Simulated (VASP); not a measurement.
# BaH4 (R-3m) in VASP: notebook

The runs below take BaH4 through single point, with LDA, PBE, PBEsol, RPBE, revPBE.

Everything below comes from runs of VASP 6.6.1. Logs are shortened: lines on timing, memory, paths and dates and some standing lists are left out, and cuts for length are marked.

## 1. The cell of the first run

The structure is trigonal, space group R-3m (No. 166). The conventional cell has a = 4.582 Å, b = 4.582 Å, c = 10.609 Å, α = 90.00°, β = 90.00°, γ = 120.00°. Ba (site symmetry -3m) has 20 H at 2.75 to 3.41 Å within 3.6 Å. H (site symmetry 3m) has 4 H at 2.17 to 2.71 Å and 4 Ba at 2.75 to 2.76 Å within 2.9 Å. H (site symmetry 3m) has 1 H at 0.77 Å within 1.1 Å.

## 2. Single point, LDA

Contents of INCAR:

```
SYSTEM = BaH4
PREC     = Accurate       ! precision mode
ENCUT    = 520            ! plane-wave cutoff, eV
EDIFF    = 1E-7           ! SCF threshold, eV
ISMEAR   = -1             ! smearing method
SIGMA    = 0.05           ! smearing width, eV
LREAL    = .FALSE.        ! projectors in reciprocal space
LASPH    = .TRUE.         ! aspherical terms in the spheres
NELM     = 60             ! most SCF steps
ALGO     = Normal         ! electronic algorithm
ISIF     = 2              ! what is computed and relaxed
LWAVE    = .FALSE.        ! write WAVECAR
LCHARG   = .FALSE.        ! write CHGCAR
NBANDS   = 15             ! bands
```

Contents of KPOINTS:

```
regular mesh
0
G
  5 5 5
  0 0 0
```

Contents of POSCAR:

```
BaH4
1.0
    2.2908200000      1.3226000000      3.5362500000
   -2.2908200000      1.3226000000      3.5362500000
    0.0000000000     -2.6452100000      3.5362500000
Ba H
1 4
Direct
    0.0000000000      0.0000000000      0.0000000000
    0.7408700000      0.7408700000      0.7408700000
    0.2591300000      0.2591300000      0.2591300000
    0.4636900000      0.4636900000      0.4636900000
    0.5363100000      0.5363100000      0.5363100000
```

Potentials or basis: VASP PAW LDA potentials, release 64 (Ba_sv, H).

On the command line:

```console
$ cat potpaw_LDA.64/Ba_sv/POTCAR potpaw_LDA.64/H/POTCAR > POTCAR
$ mpirun -np 1 vasp_std > vasp.out
```

OUTCAR:

```text
SYSTEM = BaH4
   PREC = Accurate
   ENCUT = 520
   EDIFF = 1E-7
   ISMEAR = -1
   LREAL = .FALSE.
   LASPH = .TRUE.
   NELM = 60
   ISIF = 2

 ion  position               nearest neighbor table
   1  0.000  0.000  0.000-   2 2.75   3 2.75   2 2.76   3 2.76   2 2.76   2 2.76   3 2.76   3 2.76

   2  0.741  0.741  0.741-   1 2.75   1 2.76   1 2.76   1 2.76
   3  0.259  0.259  0.259-   1 2.75   1 2.76   1 2.76   1 2.76
   4  0.464  0.464  0.464-   5 0.77
   5  0.536  0.536  0.536-   4 0.77

  LATTYP: Found a trigonal (rhomboedric) cell.
 ALAT       =     4.4161285188
 COS(alpha) =     0.4618188031

  Lattice vectors:

 A1 = (   2.2908200000,   1.3226000000,   3.5362500000)
 A2 = (  -2.2908200000,   1.3226000000,   3.5362500000)
 A3 = (   0.0000000000,  -2.6452100000,   3.5362500000)

Analysis of symmetry for initial positions (statically):
=====================================================================
 Subroutine PRICEL returns:
 Original cell was already a primitive cell.

 Routine SETGRP: Setting up the symmetry group for a
 trigonal (rhombohedral) supercell.

 Subroutine GETGRP returns: Found 12 space group operations
 (whereof 12 operations were pure point group operations)
 out of a pool of 12 trial point group operations.

The static configuration has the point symmetry D_3d.

Analysis of symmetry for dynamics (positions and initial velocities):
=====================================================================
 Subroutine PRICEL returns:
 Original cell was already a primitive cell.

 Routine SETGRP: Setting up the symmetry group for a
 trigonal (rhombohedral) supercell.

 Subroutine GETGRP returns: Found 12 space group operations
 (whereof 12 operations were pure point group operations)
 out of a pool of 12 trial point group operations.

The dynamic configuration has the point symmetry D_3d.

 Subroutine INISYM returns: Found 12 space group operations
 (whereof 12 operations are pure point group operations),
 and found     1 'primitive' translations

----------------------------------------------------------------------------------------

                                     Primitive cell

  volume of cell :      64.2858

  direct lattice vectors                    reciprocal lattice vectors
     2.290820000  1.322600000  3.536250000     0.218262456  0.126014098  0.094261931
    -2.290820000  1.322600000  3.536250000    -0.218262456  0.126014098  0.094261931
     0.000000000 -2.645210000  3.536250000     0.000000000 -0.252028197  0.094261575

  length of vectors
     4.416128519  4.416128519  4.416129528     0.269078733  0.269078733  0.269078904

  position of ions in fractional coordinates (direct lattice)
     0.000000000  0.000000000  0.000000000
     0.740870000  0.740870000  0.740870000
     0.259130000  0.259130000  0.259130000
     0.463690000  0.463690000  0.463690000
     0.536310000  0.536310000  0.536310000

  ion indices of the primitive-cell ions
   primitive index   ion index
                 1           1
                 2           2
                 3           3
                 4           4
                 5           5

----------------------------------------------------------------------------------------

 KPOINTS: regular mesh

Automatic generation of k-mesh.
 Grid dimensions read from file:
 generate k-points for:    5    5    5

 Generating k-lattice:

  Cartesian coordinates                     Fractional coordinates (reciprocal lattice)
     0.043652491  0.025202820  0.018852386     0.200000000  0.000000000  0.000000000
    -0.043652491  0.025202820  0.018852386     0.000000000  0.200000000  0.000000000
     0.000000000 -0.050405639  0.018852315     0.000000000  0.000000000  0.200000000

  Length of vectors
     0.053815747  0.053815747  0.053815781

  Shift w.r.t. Gamma in fractional coordinates (k-lattice)
     0.000000000  0.000000000  0.000000000

 Subroutine IBZKPT returns following result:
 ===========================================

 Found     19 irreducible k-points:

 Following reciprocal coordinates:
            Coordinates               Weight
  0.000000  0.000000  0.000000      1.000000
  0.200000  0.000000  0.000000      6.000000
  0.400000 -0.000000 -0.000000      6.000000
  0.200000  0.200000  0.000000      6.000000
  0.400000  0.200000 -0.000000     12.000000
 -0.400000  0.200000  0.000000     12.000000
[... 11 lines left out ...]
  0.400000  0.400000  0.400000      2.000000
 -0.400000  0.400000  0.400000      6.000000
   k-points           NKPTS =     19   k-points in BZ     NKDIM =     19   number of bands    NBANDS=     15
   number of dos      NEDOS =    301   number of ions     NIONS =      5
   total plane-waves  NPLWV =  46656
   dimension x,y,z NGX =    36 NGY =   36 NGZ =   36
   dimension x,y,z NGXF=    72 NGYF=   72 NGZF=   72
   ions per type =               1   4
   NGX,Y,Z   is equivalent  to a cutoff of  13.55, 13.55, 13.55 a.u.
   NGXF,Y,Z  is equivalent  to a cutoff of  27.10, 27.10, 27.10 a.u.
 SYSTEM =  BaH4
   PREC   = accura    normal or accurate (medium, high low for compatibility)
   ISTART =      0    job   : 0-new  1-cont  2-samecut
   ICHARG =      2    charge: 1-file 2-atom 10-const
   ISPIN  =      1    spin polarized calculation?
   LNONCOLLINEAR =      F non collinear calculations
   LSORBIT =      F    spin-orbit coupling
   LASPH  =      T    aspherical Exc in radial PAW
   ENCUT  =  520.0 eV  38.22 Ry    6.18 a.u.   8.21  8.21  8.21*2*pi/ulx,y,z
   NELM   =     60;   NELMIN=  2; NELMDL= -5     # of ELM steps
   EDIFF  = 0.1E-06   stopping-criterion for ELM
   LREAL  =      F    real-space projection
   EDIFFG = 0.1E-05   stopping-criterion for IOM
   NSW    =      0    number of steps for IOM
   IBRION =     -1    ionic relax: 0-MD 1-quasi-New 2-CG
   NFREE  =      0    steps in history (QN), initial steepest desc. (CG)
   ISIF   =      2    stress and relaxation
   ISYM   =      2    0-nonsym 1-usesym 2-fastsym
   POTIM  = 0.5000    time-step for ionic-motion
   TEBEG  =    0.0;   TEEND  =   0.0 temperature during run
   PSTRESS=    0.0 pullay stress
   NELECT =      14.0000    total number of electrons
   NUPDOWN=      -1.0000    fix difference up-down
   EMIN   =  10.00;   EMAX   =-10.00  energy-range for DOS
   EFERMI =   0.00;   METHOD = LEGACY
   ISMEAR =    -1;   SIGMA  =   0.05  broadening in eV -4-tet -1-fermi 0-gaus
   EFERMI_NEDOS =   21; number of points for ismear=-14 and -15
   IALGO  =     38    algorithm
   IMIX   =      4    mixing-type and parameters
     AMIX     =   0.40;   BMIX     =  1.00
     AMIX_MAG =   1.60;   BMIX_MAG =  1.00
  volume/ion in A,a.u.               =      12.86        86.76
  Fermi-wavevector in a.u.,A,eV,Ry     =   0.984946  1.861279 13.199275  0.970119
  Thomas-Fermi vector in A             =   2.116217
   LORBIT       =      0    0 simple, 1 ext, 2 COOP (PROOUT), +10 PAW based schemes
   GGA     = CA    functional components
   LHFCALC =     F    Hartree Fock is set to
   AEXX    =    0.0000 exact exchange contribution
   IVDW    =     0    specifies the selected vdW correction
   LEPSILON=     F    determine dielectric tensor
   LRPA    =     F    only Hartree local field effects (RPA)
 non-spin polarized calculation
  energy-cutoff  :      520.00
  volume of cell :       64.29
 maximum number of plane-waves:      1753
 NGX is ok and might be reduce to    36
   NGX = 17   NGY = 17   NGZ = 17

 number of electron      14.0000000 magnetization

 Free energy of the ion-electron system (eV)
  ---------------------------------------------------
  ext. energy  EPLUGINS =         0.00000000
  ---------------------------------------------------
  free energy    TOTEN  =       -17.66475165 eV

  energy without entropy =      -17.66475165  energy(sigma->0) =      -17.66475165

 E-fermi :   1.4571     XC(G=0):  -8.8234

 val. band max:        0.4640483136   @ k =   0.0000   0.0000   0.0000
 cond. band min:       2.7388222169   @ k =   0.4000  -0.0000  -0.0000
 fundamental gap:      2.2747739033
 Fermi energy:         1.4571383936

 k-point     1 :       0.0000    0.0000    0.0000
  band No.  band energies     occupation
      1     -26.3928      2.00000
      2     -11.4166      2.00000
      3     -11.4165      2.00000
      4     -11.3846      2.00000
      5      -7.2066      2.00000
      6      -1.1628      2.00000
      7       0.4640      2.00000
      8       3.3089      0.00000
      9       3.3089      0.00000
     10       3.7521      0.00000
     11       5.2740      0.00000
     12       5.2740      0.00000
     13       5.8413      0.00000
     14       8.1042      0.00000
     15       8.1042      0.00000

 k-point     2 :       0.2000    0.0000    0.0000
  band No.  band energies     occupation
      1     -26.3776      2.00000
      2     -11.6795      2.00000
      3     -11.4328      2.00000
      4     -11.4112      2.00000
      5      -6.8405      2.00000
      6      -1.3626      2.00000
      7      -0.2321      2.00000
      8       3.4591      0.00000
      9       3.4712      0.00000
     10       4.6062      0.00000
     11       4.8039      0.00000
     12       5.0690      0.00000
     13       7.8851      0.00000
     14       9.1110      0.00000
     15       9.8199      0.00000
[... 275 lines left out ...]
      3     -11.4920      2.00000
      4     -11.4920      2.00000
      5      -6.3053      2.00000
      6      -2.4672      2.00000
      7      -0.1397      2.00000
      8       2.9584      0.00000
      9       2.9584      0.00000
     10       6.0808      0.00000
     11       6.0808      0.00000
     12       6.5407      0.00000
     13       8.3321      0.00000
     14      10.3487      0.00000
     15      10.3488      0.00000

 k-point    19 :      -0.4000    0.4000    0.4000
  band No.  band energies     occupation
      1     -26.3333      2.00000
      2     -11.9837      2.00000
      3     -11.6432      2.00000
      4     -11.5199      2.00000
      5      -6.3531      2.00000
      6      -2.1629      2.00000
      7      -0.5660      2.00000
      8       3.3325      0.00000
      9       3.9235      0.00000
     10       5.5375      0.00000
     11       6.0051      0.00000
     12       7.3260      0.00000
     13       8.8051      0.00000
     14       9.0713      0.00000
     15      10.2630      0.00000

------------------------ aborting loop because EDIFF is reached ----------------------------------------

  FORCE on cell =-STRESS in cart. coord.  units (eV):
  Direction    XX          YY          ZZ          XY          YZ          ZX
  --------------------------------------------------------------------------------------
  -------------------------------------------------------------------------------------
  Total       -1.1158753     -1.1158716     -0.5225934      0.0000000      0.0000005     -0.0000000
  in kB      -27.8106706    -27.8105776    -13.0244590      0.0000000      0.0000123     -0.0000000
  external PRESSURE =     -22.8819024 kB  Pullay stress =       0.0000000 kB

 VOLUME and BASIS-vectors are now :
 -----------------------------------------------------------------------------
  energy-cutoff  :      520.00
  volume of cell :       64.29
      direct lattice vectors                 reciprocal lattice vectors
     2.290820000  1.322600000  3.536250000     0.218262456  0.126014098  0.094261931
    -2.290820000  1.322600000  3.536250000    -0.218262456  0.126014098  0.094261931
     0.000000000 -2.645210000  3.536250000     0.000000000 -0.252028197  0.094261575

 POSITION                                       TOTAL-FORCE (eV/Angst)
 -----------------------------------------------------------------------------------
      0.00000      0.00000      0.00000         0.000000     -0.000000     -0.000000
      0.00000     -0.00001      7.85970        -0.000000      0.000000     -0.016320
      0.00000     -0.00000      2.74905        -0.000000     -0.000000      0.016320
      0.00000     -0.00000      4.91917        -0.000000      0.000001     -0.773239
      0.00000     -0.00001      5.68958        -0.000000     -0.000001      0.773239
 -----------------------------------------------------------------------------------
    total drift:                               -0.000000      0.000000      0.000000

  FREE ENERGIE OF THE ION-ELECTRON SYSTEM (eV)
  ---------------------------------------------------
  free  energy   TOTEN  =       -17.6647516499 eV

  energy  without entropy=      -17.6647516499  energy(sigma->0) =      -17.66475165
```

Wall time 28 s (1 thread of Intel Xeon Platinum 8259CL at 2.50GHz (Skylake/Cascade Lake), shared host); peak memory 0.16 GiB.

What came out:

```
Free energy            : -17.6648 eV
Pressure               : -2.3 GPa
Largest force          : 0.773 eV/Å
Band gap on the k mesh : 2.27 eV, indirect (least direct gap 2.81 eV)
```

Forces on the atoms (eV/Å):
```
Ba   0.000  0.000  0.000
H    0.000  0.000 -0.016
H    0.000  0.000  0.016
H    0.000  0.000 -0.773
H    0.000  0.000  0.773
```

Caveat: spin-orbit coupling is left out, which moves the levels of the heavy elements.

(Continued in part 2 of 3.)
